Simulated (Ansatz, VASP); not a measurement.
**One calculation of Zn, two programs**

```
Zn
1.0
     1.48187    2.56667    0.00000
    -1.48187    2.56667    0.00000
     0.00000    0.00000    4.65314
Zn
2
Direct
  0.33333 0.33334 0.25000
  0.66666 0.66667 0.75000
```

Alike in both runs: task single point; functional PBE; k mesh 7 × 7 × 4; occupations tetrahedron; no spin polarisation.

```csv
,VASP,Ansatz
version,VASP 6.6.1,Ansatz 0.2.0
potentials or method,"VASP PAW PBE potentials, release 64 (Zn), cutoff 520 eV",PAW plane waves
valence electrons in the cell,24,24
```

VASP gave:

```
gap on the k mesh at the Fermi level (eV)                     : none
pressure (GPa)                                                : -8.7
traceless stress, the component that is largest in VASP (GPa) : -3.29
```

Q: Estimate Ansatz's values.

A: gap on the k mesh at the Fermi level (eV): none; pressure (GPa): -8.6; traceless stress, the component that is largest in VASP (GPa): -2.62.

A gap of «none» marks a metal or a gap that the smearing closes. With one functional, cell and mesh, what is left measures potentials, basis and numerics. Ansatz's warnings: band table not solved further, structure snapped to symmetry, tetrahedron derivatives may miss energy slope.
